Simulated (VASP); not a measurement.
Wanted: the native input for a VASP 6.6.1 run.

* Task: relaxation of cell and atoms
* Functional: PBE
* Potentials or basis: VASP PAW PBE potentials, release 64 (Pd, Pt, Se)
* Cutoff: 600 eV
* k mesh: 12 × 12 × 4
* Occupations: gaussian, width 0.1 eV
* Spin: no spin polarisation
* Dipole correction: no
* Further INCAR settings: ALGO = Fast; EDIFF = 1e-07; IBRION = 2; EDIFFG = -0.01; NSW = 100; ISIF = 3

The structure of Pd2PtSe6 lies in POSCAR:

```
Pd2PtSe6
1.0
    3.7965571000      0.0000000000      0.0000000000
   -1.8982786000      3.2879149000      0.0000000000
    0.0000000000      0.0000000000     15.1870676000
Pd Pt Se
2 1 6
Direct
    0.0000000000      0.0000000000      0.3369200000
    0.0000000000      0.0000000000      0.6630800000
    0.0000000000      0.0000000000      0.0000000000
    0.3333333000      0.6666667000      0.0848830000
    0.3333333000      0.6666667000      0.4220050000
    0.3333333000      0.6666667000      0.7475880000
    0.6666667000      0.3333333000      0.2524120000
    0.6666667000      0.3333333000      0.5779950000
    0.6666667000      0.3333333000      0.9151170000
```

The input as run:

INCAR

```
SYSTEM = Pd2PtSe6
PREC = Accurate
ENCUT = 600
EDIFF = 1E-7
ISMEAR = 0
SIGMA = 0.1
LREAL = .FALSE.
LASPH = .TRUE.
NELM = 60
ALGO = Fast
ISIF = 3
LWAVE = .FALSE.
LCHARG = .FALSE.
GGA = PE
IBRION = 2
NSW = 100
EDIFFG = -0.01
```

KPOINTS

```
Automatic mesh
0
G
  12 12 4
  0 0 0
```

Potentials or basis: VASP PAW PBE potentials, release 64 (Pd, Pt, Se).

Run with:

```console
$ cat potpaw_PBE.64/Pd/POTCAR potpaw_PBE.64/Pt/POTCAR potpaw_PBE.64/Se/POTCAR > POTCAR
$ mpirun -np 1 vasp_std > vasp.out
```

It gave:

```
Pressure after relaxing      : 0.0 GPa
Largest force after relaxing : 0.007 eV/Å
Band gap on the k mesh       : zero (bands 33 and 34 overlap by 0.97 eV)
```

Caveat: the relaxation stopped at its first step, so nothing moved; spin-orbit coupling is left out, which moves the levels of the heavy elements.

It took 18 min on 1 thread of Oxide Virtual Turin-like Processor (shared host), peak memory 0.71 GiB.
